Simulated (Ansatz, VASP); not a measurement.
**Br: VASP beside Ansatz**

The input INCAR:

```
  ALGO = Normal
  EDIFF = 1E-6
  ENCUT = 520
  GGA = PE
  ISIF = 2
  ISMEAR = 0
  IVDW = 12
  LASPH = True
  LCHARG = False
  LREAL = False
  LWAVE = False
  NBANDS = 22
  NELM = 80
  PREC = Accurate
  SIGMA = 0.02
```

The input KPOINTS:

```
k-points
0
Gamma
  8 8 4
```

POSCAR

```
Br
1.0
    3.4940214947     -2.0757480419      0.0000000000
    3.4940214947      2.0757480419      0.0000000000
    0.0000000000      0.0000000000      8.5728381500
Br
4
Direct
    0.1509776077      0.8490223923      0.1191043518
    0.6509776077      0.3490223923      0.3808956482
    0.8490223923      0.1509776077      0.8808956482
    0.3490223923      0.6509776077      0.6191043518
```

Input for Ansatz:

```yaml
crystal:
  lattice:
    - [3.4940214947, -2.0757480419, 0.0]
    - [3.4940214947, 2.0757480419, 0.0]
    - [0.0, 0.0, 8.57283815]
  atoms:
    - { symbol: Br, position: [0.1509776077, 0.8490223923, 0.1191043518] }
    - { symbol: Br, position: [0.6509776077, 0.3490223923, 0.3808956482] }
    - { symbol: Br, position: [0.8490223923, 0.1509776077, 0.8808956482] }
    - { symbol: Br, position: [0.3490223923, 0.6509776077, 0.6191043518] }
basis:
  ecutwfc: 420
kpoints:
  mp_grid: { grid: [8, 8, 4] }
  band_path: { path: [VBM, CBM], npoints: 2 }
hamiltonian:
  xc: pbe
  dispersion: d3bj
scf:
  occupations: { method: gaussian, width: 0.02 }
output:
  forces: true
  stress: true
  eigenvalues: true
checkpoint:
  read: start.run
  write: ck
  compress: false
  write_wavefunctions: false
  write_every: 100000
```

Alike in both runs: task single point; functional PBE; dispersion D3(BJ); k mesh 8 × 8 × 4; occupations gaussian, width 0.02 eV; no spin polarisation.

|  | VASP | Ansatz |
| --- | --- | --- |
| version | VASP 6.6.1 | Ansatz 0.2.0 |
| potentials or method | VASP PAW PBE potentials, release 64 (Br), cutoff 520 eV | scalar-relativistic, plane waves, PAW |
| valence electrons in the cell | 28 | 28 |

VASP gave:

| Quantity | Value |
| --- | --- |
| gap on the k mesh at the Fermi level (eV) | 1.33 |
| least direct gap on the mesh (eV) | 1.37 |
| pressure (GPa) | 0.0 |
| rms of the force components (eV/Å) | 0.005 |

Q: Which values does Ansatz return?

A: gap on the k mesh at the Fermi level (eV): 1.33; least direct gap on the mesh (eV): 1.37; pressure (GPa): 0.0; rms of the force components (eV/Å): 0.003.

Atom by atom the forces differ by 0.003 eV/Å (rms over components).
